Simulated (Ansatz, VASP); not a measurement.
# Two plane-wave programs on Rb2FeCl6F

Contents of INCAR:

```
PREC = Accurate ; ENCUT = 520
EDIFF = 1E-6 ; ISMEAR = -1
SIGMA = 0.0145 ; LREAL = False
LASPH = True ; NELM = 100
ALGO = Normal ; ISIF = 2
LWAVE = False ; LCHARG = False
GGA = PE ; NBANDS = 48
```

Contents of KPOINTS:

```
regular mesh
0
Gamma
  3 3 3
```

File POSCAR:

```
Rb2FeCl6F
1.0
    0.0000000000      4.8105080000      4.8105080000
    4.8105080000      0.0000000000      4.8105080000
    4.8105080000      4.8105080000      0.0000000000
Fe Cl Rb F
1 6 2 1
Direct
    0.0000000000      0.0000000000      0.0000000000
    0.7843000000      0.2157000000      0.2157000000
    0.2157000000      0.7843000000      0.2157000000
    0.2157000000      0.7843000000      0.7843000000
    0.7843000000      0.2157000000      0.7843000000
    0.2157000000      0.2157000000      0.7843000000
    0.7843000000      0.7843000000      0.2157000000
    0.2500000000      0.2500000000      0.2500000000
    0.7500000000      0.7500000000      0.7500000000
    0.5000000000      0.5000000000      0.5000000000
```

Input for Ansatz:

```yaml
crystal:
  lattice:
    - [0.0, 4.810508, 4.810508]
    - [4.810508, 0.0, 4.810508]
    - [4.810508, 4.810508, 0.0]
  atoms:
    - { symbol: Fe, position: [0.0, 0.0, 0.0] }
    - { symbol: Cl, position: [0.7843, 0.2157, 0.2157] }
    - { symbol: Cl, position: [0.2157, 0.7843, 0.2157] }
    - { symbol: Cl, position: [0.2157, 0.7843, 0.7843] }
    - { symbol: Cl, position: [0.7843, 0.2157, 0.7843] }
    - { symbol: Cl, position: [0.2157, 0.2157, 0.7843] }
    - { symbol: Cl, position: [0.7843, 0.7843, 0.2157] }
    - { symbol: Rb, position: [0.25, 0.25, 0.25] }
    - { symbol: Rb, position: [0.75, 0.75, 0.75] }
    - { symbol: F, position: [0.5, 0.5, 0.5] }
  symmetry: { tolerance: 0.0003 }
kpoints:
  mp_grid: { grid: [3, 3, 3], shift: [0, 0, 0] }
magnetization:
  spin_polarized: false
scf:
  occupations: { method: fermi_dirac, width: 0.0145 }
hamiltonian:
  pseudopotentials: { kind: paw }
  xc: pbe
basis:
  ecutwfc: 420
output:
  forces: true
  stress: true
  eigenvalues: true
```

Alike in both runs: task single point; functional PBE; k mesh 3 × 3 × 3; occupations fermi-dirac, width 0.0145 eV; no spin polarisation.

|  | VASP | Ansatz |
| --- | --- | --- |
| version | VASP 6.6.1 | Ansatz 0.2.0 |
| potentials or method | VASP PAW PBE potentials, release 64 (Fe, Cl, Rb_sv, F), cutoff 520 eV | PAW plane waves |
| valence electrons in the cell | 75 | 83 |

Ansatz gave:

* gap on the k mesh at the Fermi level (eV): none
* pressure (GPa): 11.0
* rms of the force components (eV/Å): 1.391

Task: Which values does VASP return?

Result: gap on the k mesh at the Fermi level (eV): none; pressure (GPa): 11.0; rms of the force components (eV/Å): 1.395.

Atom by atom the forces differ by 0.004 eV/Å (rms over components). A gap of «none» marks a metal or a gap that the smearing closes. VASP's potentials hold 75 valence electrons a cell and Ansatz's 83, so a difference there can come from the potentials and not from the codes.

The k mesh is coarse, so the values compare programs but aren't converged.
